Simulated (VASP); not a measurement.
Here is a VASP 6.6.1 calculation.

File INCAR:

```
ALGO     = Fast           # electronic algorithm
EDIFF    = 1E-7           # SCF threshold, eV
EDIFFG   = -0.01          # ionic threshold
ENCUT    = 600            # plane-wave cutoff, eV
GGA      = PE             # functional
IBRION   = 2              # ionic algorithm
ISIF     = 3              # what is computed and relaxed
ISMEAR   = -1             # smearing method
LASPH    = True           # aspherical terms in the spheres
LCHARG   = False          # write CHGCAR
LREAL    = False          # projectors in reciprocal space
LWAVE    = False          # write WAVECAR
NELM     = 60             # most SCF steps
NSW      = 60             # ionic steps
PREC     = Accurate       # precision mode
PSTRESS  = 200.0        
SIGMA    = 0.05           # smearing width, eV
```

Contents of KPOINTS:

```
k-points
0
Gamma
  9 9 9
```

The input POSCAR:

```
Hf3Be
1.0
   -2.0920000000      2.0920000000      4.3530460000
    2.0920000000     -2.0920000000      4.3530460000
    2.0920000000      2.0920000000     -4.3530460000
Hf Be
3 1
Direct
    0.5000000000      0.5000000000      0.0000000000
    0.2500000000      0.7500000000      0.5000000000
    0.7500000000      0.2500000000      0.5000000000
    0.0000000000      0.0000000000      0.0000000000
```

Potentials or basis: VASP PAW PBE potentials, release 64 (Hf_pv, Be).

Command:

```console
$ cat potpaw_PBE.64/Hf_pv/POTCAR potpaw_PBE.64/Be/POTCAR > POTCAR
$ mpirun -np 1 vasp_std > vasp.out
```

Question: What does it give for the band gap on the k mesh?

Answer: Zero (bands 16 and 17 overlap by 0.72 eV).

Question: Predict the relaxed volume.

Answer: 16.37 Å³/atom.

Question: Predict the relaxed cell.

Answer: a = 4.999 Å, b = 4.999 Å, c = 4.999 Å, α = 133.06°, β = 133.06°, γ = 68.56°.

The path:
```tsv
step	energy change (eV)	largest force (eV/Å)	pressure (GPa)	volume (Å³)
1	0.0000	0.0000	-0.27	76.20
2	4.0318	0.0000	73.30	52.59
3	0.5148	0.0000	18.49	66.08
4	0.5741	0.0000	19.79	65.59
5	0.5993	0.0000	20.31	65.39
6	0.5656	0.0000	19.59	65.65
7	0.5758	0.0000	19.81	65.57
8	0.5854	0.0000	20.00	65.49
```

Caveat: the cell is relaxed towards a set pressure, so the run minimises the enthalpy, not the energy; spin-orbit coupling is left out, which moves the levels of the heavy elements.
